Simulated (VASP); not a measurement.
# ZnS in VASP: single point with PBE

Aim: the single point of ZnS with PBE.

All numbers are computed with VASP 6.6.1; they aren't measurements. Logs are shortened: lines on timing, memory, paths and dates and some standing lists are left out, and cuts for length are marked.

## (1) The cell of the first run

The cell holds a slab with vacuum, 8 atoms: a = 3.845 Å, b = 3.845 Å, c = 25.249 Å, α = 90.00°, β = 90.00°, γ = 120.00°.

## (2) Single point, PBE

INCAR

```
SYSTEM = ZnS
  PREC = Accurate
  ENCUT = 520
  EDIFF = 1E-6
  ISMEAR = 0
  SIGMA = 0.05
  LREAL = .FALSE.
  LASPH = .TRUE.
  NELM = 60
  ALGO = Normal
  ISIF = 2
  LWAVE = .FALSE.
  LCHARG = .TRUE.
  LDIPOL = .TRUE.
  IDIPOL = 3
  DIPOL = 0.5 0.5 0.500
  GGA = PE
  LELF = .TRUE.
  LVHAR = .TRUE.
  LVACPOTAV = .TRUE.
  NBANDS = 46
```

KPOINTS

```
regular mesh
0
G
  9 9 1
  0 0 0
```

POSCAR

```
ZnS
1.0
    3.8454929863      0.0000000000      0.0000000000
   -1.9227464932      3.3302946162      0.0000000000
    0.0000000000      0.0000000000     25.2489383332
S Zn
4 4
Direct
    0.3333333333      0.6666666667      0.2970421925
    0.6666666667      0.3333333333      0.4219055279
    0.3333333333      0.6666666667      0.5467688633
    0.6666666667      0.3333333333      0.6716321987
    0.6666666667      0.3333333333      0.3283678013
    0.3333333333      0.6666666667      0.4532311367
    0.6666666667      0.3333333333      0.5780944721
    0.3333333333      0.6666666667      0.7029578075
```

Potentials or basis: VASP PAW PBE potentials, release 64 (S, Zn).

Run with:

```bash
$ cat potpaw_PBE.64/S/POTCAR potpaw_PBE.64/Zn/POTCAR > POTCAR
$ mpirun -np 1 vasp_std > vasp.out
```

OUTCAR:

```text
SYSTEM = ZnS
   PREC = Accurate
   ENCUT = 520
   EDIFF = 1E-6
   ISMEAR = 0
   LREAL = .FALSE.
   LASPH = .TRUE.
   NELM = 60
   ISIF = 2
   GGA = PE

 ion  position               nearest neighbor table
   1  0.333  0.667  0.297-   5 2.36   5 2.36   5 2.36
   2  0.667  0.333  0.422-   6 2.36   6 2.36   6 2.36   5 2.36
   3  0.333  0.667  0.547-   7 2.36   7 2.36   7 2.36   6 2.36
   4  0.667  0.333  0.672-   8 2.36   8 2.36   8 2.36   7 2.36
   5  0.667  0.333  0.328-   1 2.36   1 2.36   1 2.36   2 2.36
   6  0.333  0.667  0.453-   2 2.36   2 2.36   2 2.36   3 2.36
   7  0.667  0.333  0.578-   3 2.36   3 2.36   3 2.36   4 2.36
   8  0.333  0.667  0.703-   4 2.36   4 2.36   4 2.36

  LATTYP: Found a hexagonal cell.
 ALAT       =     3.8454929863
 C/A-ratio  =     6.5658521347

  Lattice vectors:

 A1 = (   3.8454929863,   0.0000000000,   0.0000000000)
 A2 = (  -1.9227464932,   3.3302946162,   0.0000000000)
 A3 = (   0.0000000000,   0.0000000000,  25.2489383332)

Analysis of symmetry for initial positions (statically):
=====================================================================
 Subroutine PRICEL returns:
 Original cell was already a primitive cell.

 Routine SETGRP: Setting up the symmetry group for a
 hexagonal supercell.

 Subroutine GETGRP returns: Found  6 space group operations
 (whereof  6 operations were pure point group operations)
 out of a pool of 24 trial point group operations.

The static configuration has the point symmetry C_3v.

Analysis of symmetry for dynamics (positions and initial velocities):
=====================================================================
 Subroutine PRICEL returns:
 Original cell was already a primitive cell.

 Routine SETGRP: Setting up the symmetry group for a
 hexagonal supercell.

 Subroutine GETGRP returns: Found  6 space group operations
 (whereof  6 operations were pure point group operations)
 out of a pool of 24 trial point group operations.

The dynamic configuration has the point symmetry C_3v.

 Subroutine INISYM returns: Found  6 space group operations
 (whereof  6 operations are pure point group operations),
 and found     1 'primitive' translations

----------------------------------------------------------------------------------------

                                     Primitive cell

  volume of cell :     323.3537

  direct lattice vectors                    reciprocal lattice vectors
     3.845492986  0.000000000  0.000000000     0.260044682  0.150136867  0.000000000
    -1.922746493  3.330294616  0.000000000     0.000000000  0.300273734  0.000000000
     0.000000000  0.000000000 25.248938333     0.000000000  0.000000000  0.039605626

  length of vectors
     3.845492986  3.845492986 25.248938333     0.300273734  0.300273734  0.039605626

  position of ions in fractional coordinates (direct lattice)
     0.333333333  0.666666667  0.297042193
     0.666666667  0.333333333  0.421905528
     0.333333333  0.666666667  0.546768863
     0.666666667  0.333333333  0.671632199
     0.666666667  0.333333333  0.328367801
     0.333333333  0.666666667  0.453231137
     0.666666667  0.333333333  0.578094472
     0.333333333  0.666666667  0.702957807

  ion indices of the primitive-cell ions
   primitive index   ion index
                 1           1
                 2           2
                 3           3
                 4           4
                 5           5
                 6           6
                 7           7
                 8           8

----------------------------------------------------------------------------------------

 KPOINTS: regular mesh

Automatic generation of k-mesh.
 Grid dimensions read from file:
 generate k-points for:    9    9    1

 Generating k-lattice:

  Cartesian coordinates                     Fractional coordinates (reciprocal lattice)
     0.028893854  0.016681874  0.000000000     0.111111111  0.000000000  0.000000000
     0.000000000  0.033363748  0.000000000     0.000000000  0.111111111  0.000000000
     0.000000000  0.000000000  0.039605626     0.000000000  0.000000000  1.000000000

  Length of vectors
     0.033363748  0.033363748  0.039605626

  Shift w.r.t. Gamma in fractional coordinates (k-lattice)
     0.000000000  0.000000000  0.000000000

 Subroutine IBZKPT returns following result:
 ===========================================

 Found     12 irreducible k-points:

 Following reciprocal coordinates:
            Coordinates               Weight
  0.000000  0.000000  0.000000      1.000000
  0.111111  0.000000  0.000000      6.000000
  0.222222  0.000000  0.000000      6.000000
  0.333333  0.000000  0.000000      6.000000
  0.444444  0.000000  0.000000      6.000000
  0.111111  0.111111  0.000000      6.000000
  0.222222  0.111111  0.000000     12.000000
  0.333333  0.111111  0.000000     12.000000
  0.444444  0.111111  0.000000      6.000000
  0.222222  0.222222  0.000000      6.000000
  0.333333  0.222222  0.000000     12.000000
  0.333333  0.333333  0.000000      2.000000
   k-points           NKPTS =     12   k-points in BZ     NKDIM =     12   number of bands    NBANDS=     46
   number of dos      NEDOS =    301   number of ions     NIONS =      8
   total plane-waves  NPLWV = 172800
   dimension x,y,z NGX =    30 NGY =   30 NGZ =  192
   dimension x,y,z NGXF=    60 NGYF=   60 NGZF=  384
   ions per type =               4   4
   NGX,Y,Z   is equivalent  to a cutoff of  12.97, 12.97, 12.64 a.u.
   NGXF,Y,Z  is equivalent  to a cutoff of  25.94, 25.94, 25.28 a.u.
 SYSTEM =  ZnS
   PREC   = accura    normal or accurate (medium, high low for compatibility)
   ISTART =      0    job   : 0-new  1-cont  2-samecut
   ICHARG =      2    charge: 1-file 2-atom 10-const
   ISPIN  =      1    spin polarized calculation?
   LNONCOLLINEAR =      F non collinear calculations
   LSORBIT =      F    spin-orbit coupling
   LASPH  =      T    aspherical Exc in radial PAW
   ENCUT  =  520.0 eV  38.22 Ry    6.18 a.u.   7.15  7.15 46.95*2*pi/ulx,y,z
   NELM   =     60;   NELMIN=  2; NELMDL= -5     # of ELM steps
   EDIFF  = 0.1E-05   stopping-criterion for ELM
   LREAL  =      F    real-space projection
   EDIFFG = 0.1E-04   stopping-criterion for IOM
   NSW    =      0    number of steps for IOM
   IBRION =     -1    ionic relax: 0-MD 1-quasi-New 2-CG
   NFREE  =      0    steps in history (QN), initial steepest desc. (CG)
   ISIF   =      2    stress and relaxation
   ISYM   =      2    0-nonsym 1-usesym 2-fastsym
   POTIM  = 0.5000    time-step for ionic-motion
   TEBEG  =    0.0;   TEEND  =   0.0 temperature during run
   PSTRESS=    0.0 pullay stress
   NELECT =      72.0000    total number of electrons
   NUPDOWN=      -1.0000    fix difference up-down
   EMIN   =  10.00;   EMAX   =-10.00  energy-range for DOS
   EFERMI =   0.00;   METHOD = LEGACY
   ISMEAR =     0;   SIGMA  =   0.05  broadening in eV -4-tet -1-fermi 0-gaus
   EFERMI_NEDOS =   21; number of points for ismear=-14 and -15
   IALGO  =     38    algorithm
   IMIX   =      4    mixing-type and parameters
     AMIX     =   0.40;   BMIX     =  1.00
     AMIX_MAG =   1.60;   BMIX_MAG =  1.00
  volume/ion in A,a.u.               =      40.42       272.76
  Fermi-wavevector in a.u.,A,eV,Ry     =   0.992262  1.875103 13.396079  0.984584
  Thomas-Fermi vector in A             =   2.124062
   LORBIT       =      0    0 simple, 1 ext, 2 COOP (PROOUT), +10 PAW based schemes
   GGA     = PE    functional components
   LHFCALC =     F    Hartree Fock is set to
   AEXX    =    0.0000 exact exchange contribution
   IVDW    =     0    specifies the selected vdW correction
   LEPSILON=     F    determine dielectric tensor
   LRPA    =     F    only Hartree local field effects (RPA)
 non-spin polarized calculation
 Gauss-broadening in eV      SIGMA  =   0.05
  energy-cutoff  :      520.00
  volume of cell :      323.35
 maximum number of plane-waves:      8769
 NGX is ok and might be reduce to    30
   NGX = 15   NGY = 15   NGZ = 93

 dipolmoment           0.000000      0.000000      0.000012 electrons x Angstroem

 number of electron      72.0000059 magnetization

 dipolmoment           0.000000      0.000000     -0.288834 electrons x Angstroem

 Free energy of the ion-electron system (eV)
  ---------------------------------------------------
  ext. energy  EPLUGINS =         0.00000000
  ---------------------------------------------------
  free energy    TOTEN  =       -25.28002910 eV

  energy without entropy =      -25.27159612  energy(sigma->0) =      -25.27581261

 E-fermi :  -1.2082     XC(G=0):  -5.3317

 val. band max:       -1.2098146511   @ k =   0.2222   0.0000   0.0000
 cond. band min:      -1.1871947464   @ k =   0.1111   0.1111   0.0000
 fundamental gap:      0.0226199047
 Fermi energy:        -1.2081550444

 k-point     1 :       0.0000    0.0000    0.0000
  band No.  band energies     occupation
      1     -16.1378      2.00000
      2     -15.0659      2.00000
      3     -14.0074      2.00000
      4     -12.6872      2.00000
      5      -9.7869      2.00000
      6      -9.7869      2.00000
[... 38 lines left out ...]
     45       3.9541      0.00000
     46       4.2300      0.00000

 k-point     2 :       0.1111    0.0000    0.0000
  band No.  band energies     occupation
      1     -16.0705      2.00000
      2     -15.0013      2.00000
      3     -13.9433      2.00000
      4     -12.6233      2.00000
      5      -9.7850      2.00000
      6      -9.7688      2.00000
[... 38 lines left out ...]
     45       3.8436      0.00000
     46       4.1238      0.00000

 k-point     3 :       0.2222    0.0000    0.0000
  band No.  band energies     occupation
      1     -15.8910      2.00000
      2     -14.8301      2.00000
      3     -13.7736      2.00000
      4     -12.4541      2.00000
      5      -9.7690      2.00000
      6      -9.7247      2.00000
[... 430 lines left out ...]
     45       4.6427      0.00000
     46       5.0696      0.00000

 k-point    12 :       0.3333    0.3333    0.0000
  band No.  band energies     occupation
      1     -15.4026      2.00000
      2     -14.3713      2.00000
      3     -13.3190      2.00000
      4     -12.0036      2.00000
      5      -9.6857      2.00000
      6      -9.4965      2.00000
[... 38 lines left out ...]
     45       4.4906      0.00000
     46       5.4019      0.00000

------------------------ aborting loop because EDIFF is reached ----------------------------------------

  FORCE on cell =-STRESS in cart. coord.  units (eV):
  Direction    XX          YY          ZZ          XY          YZ          ZX
  --------------------------------------------------------------------------------------
  -------------------------------------------------------------------------------------
  Total       -1.5701315     -1.5701315      1.9291610      0.0000000     -0.0000000     -0.0000000
  in kB       -7.7798067     -7.7798067      9.5587534      0.0000000     -0.0000000     -0.0000000
  external PRESSURE =      -2.0002867 kB  Pullay stress =       0.0000000 kB

 VOLUME and BASIS-vectors are now :
 -----------------------------------------------------------------------------
  energy-cutoff  :      520.00
  volume of cell :      323.35
      direct lattice vectors                 reciprocal lattice vectors
     3.845492986  0.000000000  0.000000000     0.260044682  0.150136867  0.000000000
    -1.922746493  3.330294616  0.000000000     0.000000000  0.300273734  0.000000000
     0.000000000  0.000000000 25.248938333     0.000000000  0.000000000  0.039605626

 POSITION                                       TOTAL-FORCE (eV/Angst)
 -----------------------------------------------------------------------------------
     -0.00000      2.22020      7.50000         0.000000      0.000000      0.157033
      1.92275      1.11010     10.65267         0.000000      0.000000      0.770341
     -0.00000      2.22020     13.80533         0.000000      0.000000      0.628649
      1.92275      1.11010     16.95800         0.000000      0.000000      0.967733
      1.92275      1.11010      8.29094        -0.000000     -0.000000     -0.609350
     -0.00000      2.22020     11.44361         0.000000      0.000000     -0.682096
      1.92275      1.11010     14.59627         0.000000     -0.000000     -0.704651
     -0.00000      2.22020     17.74894        -0.000000     -0.000000     -0.527659
 -----------------------------------------------------------------------------------
    total drift:                                0.000000      0.000000      0.000324

  FREE ENERGIE OF THE ION-ELECTRON SYSTEM (eV)
  ---------------------------------------------------
  free  energy   TOTEN  =       -25.2800291010 eV

  energy  without entropy=      -25.2715961172  energy(sigma->0) =      -25.27581261

 vacuum level on the upper side and lower side of the slab         1.942         6.032
```

It took 13 min on 1 thread of Intel Xeon 8259CL, shared host; peak memory 0.49 GiB.

What came out:

```yaml
Free_energy: -25.2800 eV
Largest_force: 0.968 eV/Å
Band_gap_on_the_k_mesh: zero (bands 36 and 37 overlap by 0.45 eV)
```

Forces on the atoms (eV/Å):
```
S    0.000  0.000  0.157
S    0.000  0.000  0.770
S    0.000  0.000  0.629
S    0.000  0.000  0.968
Zn   0.000  0.000 -0.609
Zn   0.000  0.000 -0.682
Zn   0.000  0.000 -0.705
Zn   0.000  0.000 -0.528
```
